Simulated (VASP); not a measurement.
Write the native input for VASP 6.6.1 that does the following.

```yaml
Task: single point
Functional: PBE
Potentials_or_basis: VASP PAW PBE potentials, release 64 (Hf_pv, Si, F)
Cutoff: 520 eV
k_mesh: 6 × 6 × 4
Occupations: gaussian, width 0.1 eV
Spin: no spin polarisation
Dipole_correction: no
Further_INCAR_settings: ALGO = Normal; EDIFF = 1e-06; NBANDS = 32
```

The structure of Hf3Si2F lies in POSCAR:

```
Hf3Si2F
1.0
    5.4372317751      0.0000000000      0.0000000000
   -2.7186158875      4.7087808435      0.0000000000
    0.0000000000      0.0000000000      6.2072165040
Hf Si F
3 2 1
Direct
    0.5000000000      0.0000000000      0.5000000000
    0.0000000000      0.5000000000      0.5000000000
    0.5000000000      0.5000000000      0.5000000000
    0.0000000000      0.0000000000      0.2996436530
    0.0000000000      0.0000000000      0.7003563470
    0.0000000000      0.0000000000      0.0000000000
```

One way to write it, as run:

INCAR

```
SYSTEM = Hf3Si2F
  PREC = Accurate
  ENCUT = 520
  EDIFF = 1E-6
  ISMEAR = 0
  SIGMA = 0.1
  LREAL = .FALSE.
  LASPH = .TRUE.
  NELM = 100
  ALGO = Normal
  ISIF = 2
  LWAVE = .FALSE.
  LCHARG = .FALSE.
  GGA = PE
  NBANDS = 32
```

KPOINTS

```
regular mesh
0
G
  6 6 4
  0 0 0
```

Potentials or basis: VASP PAW PBE potentials, release 64 (Hf_pv, Si, F).

Command:

```bash
$ cat potpaw_PBE.64/Hf_pv/POTCAR potpaw_PBE.64/Si/POTCAR potpaw_PBE.64/F/POTCAR > POTCAR
$ mpirun -np 1 vasp_std > vasp.out
```

It gave:

```yaml
Pressure: -0.3 GPa
Largest_force: 0.056 eV/Å
```

Caveat: an odd number of electrons without spin polarisation forces a metal; a magnetic or distorted state may lie lower.

It took 94 s on 1 thread of Intel(R) Xeon(R) Platinum 8259CL CPU @ 2.50GHz (Skylake/Cascade Lake), with other jobs on the host, peak memory 0.31 GiB.
